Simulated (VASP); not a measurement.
A run of VASP 6.6.1 is set up as follows.

File POSCAR:

```
ZrB2
1.0
    3.1675013397      0.0000000000      0.0000000000
   -1.5837506698      2.7431366267      0.0000000000
    0.0000000000      0.0000000000      3.5649838494
Zr B
1 2
Direct
    0.0000000000      0.0000000000      0.0000000000
    0.6666666667      0.3333333333      0.5000000000
    0.3333333333      0.6666666667      0.5000000000
```

File INCAR.step1:

```
SYSTEM = ZrB2
ALGO     = Normal         ! electronic algorithm
EDIFF    = 1E-4           ! SCF threshold, eV
ENCUT    = 520            ! plane-wave cutoff, eV
GGA      = PE             ! functional
ISMEAR   = -1             ! smearing method
LASPH    = .TRUE.         ! aspherical terms in the spheres
LCHARG   = .FALSE.        ! write CHGCAR
LDAU     = .TRUE.         ! DFT+U
LDAUJ    = 0 0          
LDAUL    = 2 -1           ! shell
LDAUTYPE = 2            
LDAUU    = 1 0            ! U, eV
LMAXMIX  = 4              ! l up to which the mixer works
LREAL    = .FALSE.        ! projectors in reciprocal space
LWAVE    = .TRUE.         ! write WAVECAR
NBANDS   = 16             ! bands
NELM     = 150            ! most SCF steps
PREC     = Accurate       ! precision mode
SIGMA    = 0.05           ! smearing width, eV
```

Contents of INCAR.step2:

```
SYSTEM = ZrB2
ALGO     = Normal         ! electronic algorithm
EDIFF    = 1E-7           ! SCF threshold, eV
ENCUT    = 520            ! plane-wave cutoff, eV
ISIF     = 2              ! what is computed and relaxed
ISMEAR   = -1             ! smearing method
ISTART   = 1            
LASPH    = .TRUE.         ! aspherical terms in the spheres
LCHARG   = .FALSE.        ! write CHGCAR
LDAU     = .TRUE.         ! DFT+U
LDAUJ    = 0 0          
LDAUL    = 2 -1           ! shell
LDAUPRINT= 1            
LDAUTYPE = 2            
LDAUU    = 1 0            ! U, eV
LMAXMIX  = 4              ! l up to which the mixer works
LMIXTAU  = .TRUE.       
LREAL    = .FALSE.        ! projectors in reciprocal space
LWAVE    = .FALSE.        ! write WAVECAR
METAGGA  = R2SCAN         ! meta-GGA
NBANDS   = 16             ! bands
NELM     = 150            ! most SCF steps
PREC     = Accurate       ! precision mode
SIGMA    = 0.05           ! smearing width, eV
```

KPOINTS

```
k-points
0
G
  10 10 8
  0 0 0
```

Potentials or basis: VASP PAW PBE potentials, release 64 (Zr_sv, B).

The run is started by

```bash
$ cat potpaw_PBE.64/Zr_sv/POTCAR potpaw_PBE.64/B/POTCAR > POTCAR
$ cp INCAR.step1 INCAR
$ mpirun -np 1 vasp_std > vasp.out
$ cp INCAR.step2 INCAR
$ mpirun -np 1 vasp_std > vasp.out
```

Problem. What does it give for the band gap on the k mesh?

Solution. Zero (band 9 reaches 11.43 eV, above the bottom of band 10 at 10.44 eV).

Problem. Predict the pressure.

Solution. 1.5 GPa.

Eigenvalues of the final occupation matrices:
```csv
site,spin,trace,eigenvalues
site 1 d,1,0.86,0.15 0.17 0.17 0.18 0.18
site 1 d,2,0.86,0.15 0.17 0.17 0.18 0.18
```

Caveat: the PAW data sets were made with another functional, which shifts forces and pressure a little; U without spin polarisation on a metal has little footing; the U is typed as a test and isn't derived for this compound.
